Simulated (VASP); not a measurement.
Runs of VASP 6.6.1 on Si. The structure is that of space group Fm-3m (No. 225), or close to it. The cells are those of the table. 

```tsv
level	cell	k mesh	gap on the mesh (eV)	pressure (GPa)
PBE	a = 2.599 Å, angles 60.0°, 1 atom	18 × 18 × 18	none	(b)
PBEsol	a = 2.729 Å, angles 60.0°, 1 atom	18 × 18 × 18	none	-1.4
PBE	a = 2.634 Å, angles 60.0°, 1 atom	18 × 18 × 18	none	12.3
PBE	a = 2.682 Å, angles 60.0°, 1 atom	18 × 18 × 18	none	(a)
PBE	a = 2.836 Å, angles 60.0°, 1 atom	16 × 16 × 16	none	-7.3
```

Alike in all rows: task single point; potentials or basis VASP PAW PBE potentials, release 64 (Si); no spin polarisation; cutoff (eV) 520; smearing gaussian 0.1 eV.

Q: Fill in the values left out.

A: (a) 6.1; (b) 17.7.

Caveats: the PAW data sets were made with another functional, which shifts forces and pressure a little (some runs).

A gap of «none» marks levels without a gap at the run's occupations.
